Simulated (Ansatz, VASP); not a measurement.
Be in VASP and in Ansatz

INCAR

```
AGGAC = 1.0 ; AGGAX = 1.0
ALDAC = 0.0 ; ALDAX = 1.0
ALGO = Normal ; EDIFF = 1E-6
ENCUT = 520 ; GGA = B5
ISIF = 2 ; ISMEAR = -1
LASPH = True ; LCHARG = False
LREAL = False ; LWAVE = False
NBANDS = 12 ; NELM = 60
PREC = Accurate ; SIGMA = 0.1
```

File KPOINTS:

```
k-points
0
Gamma
  18 18 5
```

Contents of POSCAR:

```
Be
1.0
    2.2594386333      0.0000000000      0.0000000000
   -1.1297193167      1.9567312547      0.0000000000
    0.0000000000      0.0000000000      7.1656445175
Be
4
Direct
    1.0000000000      0.0000000000      0.0000000000
    1.0000000000      0.0000000000      0.5000000000
    0.3333333333      0.6666666667      0.2500000000
    0.6666666667      0.3333333333      0.7500000000
```

Input for Ansatz:

```yaml
crystal:
  lattice:
    - [2.2594386333, 0.0, 0.0]
    - [-1.1297193167, 1.9567312547, 0.0]
    - [0.0, 0.0, 7.1656445175]
  atoms:
    - { symbol: Be, position: [1.0, 0.0, 0.0] }
    - { symbol: Be, position: [1.0, 0.0, 0.5] }
    - { symbol: Be, position: [0.3333333333, 0.6666666667, 0.25] }
    - { symbol: Be, position: [0.6666666667, 0.3333333333, 0.75] }
hamiltonian:
  xc: blyp
  pseudopotentials:
    kind: paw
    azcp:
      Be: "pseudopotentials/Be.paw.azcp"
basis:
  ecutwfc: 420
  fft_grid_basis: typed
kpoints:
  mp_grid: { grid: [18, 18, 5], shift: [0, 0, 0] }
magnetization:
  spin_polarized: false
scf:
  occupations: { method: fermi_dirac, width: 0.1 }
  lower_state_search: "off"
output:
  stress: true
```

Alike in both runs: task single point; functional BLYP; k mesh 18 × 18 × 5; occupations fermi-dirac, width 0.1 eV; no spin polarisation.

|  | VASP | Ansatz |
| --- | --- | --- |
| version | VASP 6.6.1 | Ansatz 0.2.0 |
| potentials or method | VASP PAW PBE potentials, release 64 (Be), cutoff 520 eV | plane waves (420 eV) with PAW, scalar-relativistic |
| valence electrons in the cell | 8 | 8 |

|  | VASP | Ansatz | Ansatz less VASP |
| --- | --- | --- | --- |
| pressure (GPa) | 0.1 | 0.0 | -0.09 |
| traceless stress, the component that is largest in VASP (GPa) | 0.53 | 0.61 | +0.078 |

VASP's potentials were made for PBE, not for BLYP.
